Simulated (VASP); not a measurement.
A run of VASP 6.6.1:

INCAR

```
SYSTEM = Rb
ALGO = Fast
EDIFF = 1E-6
ENCUT = 520
GGA = PE
ISIF = 2
ISMEAR = 0
LASPH = .TRUE.
LCHARG = .FALSE.
LREAL = .FALSE.
LWAVE = .FALSE.
NBANDS = 26
NELM = 100
PREC = Accurate
SIGMA = 0.1
```

KPOINTS

```
k-points
0
G
  4 4 2
  0 0 0
```

POSCAR

```
Rb
1.0
    5.3462876784      0.0000000000      0.0000000000
    0.0000000000      4.7257486857      0.0000000000
    0.0000000000      0.0000000000     14.9990268299
Rb
4
Direct
    0.2519040845      0.2500000000      0.8829450108
    0.2480959155      0.7500000000      0.3829450108
    0.7519040845      0.2500000000      0.6170549892
    0.7480959155      0.7500000000      0.1170549892
```

Potentials or basis: VASP PAW PBE potentials, release 64 (Rb_sv).

Command:

```bash
$ cat potpaw_PBE.64/Rb_sv/POTCAR > POTCAR
$ mpirun -np 1 vasp_std > vasp.out
```

Hardware: 1 thread of Intel Xeon 8259CL (shared host).

Question: Estimate the wall time of this run.

Answer: It took 4 min on 1 thread of Intel Xeon 8259CL, on a shared host, peak memory 0.44 GiB. Counts: scf iterations 13, k points 18.
